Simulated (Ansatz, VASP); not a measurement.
**BaZrO3: VASP beside Ansatz**

```
CELL_PARAMETERS angstrom
4.18150 0.00000 0.00000
0.00000 4.18150 0.00000
0.00000 0.00000 4.18150
ATOMIC_POSITIONS crystal
Ba 0.50000 0.46195 0.46195
Zr 0.00000 0.00000 0.00000
O 0.50000 0.00000 0.00000
O 0.00000 0.50000 0.00000
O 0.00000 0.00000 0.50000
```

Change from the starting cell: all Ba atoms moved +0.225 Å, as atom 1 towards its neighbour atom 3 (O) at 2.957 Å.

Alike in both runs: task single point; functional r2SCAN; k mesh 6 × 6 × 6; occupations gaussian, width 0.05 eV; no spin polarisation.

|  | VASP | Ansatz |
| --- | --- | --- |
| version | VASP 6.6.1 | Ansatz 0.2.0 |
| potentials or method | VASP PAW PBE potentials, release 64 (Ba_sv, Zr_sv, O), cutoff 520 eV | scalar-relativistic, plane waves, PAW |
| valence electrons in the cell | 40 | 40 |

|  | VASP | Ansatz | Ansatz less VASP |
| --- | --- | --- | --- |
| gap on the k mesh at the Fermi level (eV) | 3.68 | 3.72 | +0.048 |
| least direct gap on the mesh (eV) | 3.91 | 3.93 | +0.023 |
| pressure (GPa) | 5.0 | 3.8 | -1.17 |
| traceless stress, the component that is largest in VASP (GPa) | 1.10 | 1.03 | -0.077 |
| rms of the force components (eV/Å) | 0.370 | 0.347 | -0.0228 |

VASP's potentials were made for PBE, not for r2SCAN. Atom by atom the forces differ by 0.033 eV/Å (rms over components). The functional is the same, so the differences come from potentials, cutoffs and numerics.

Spin-orbit coupling is off throughout.
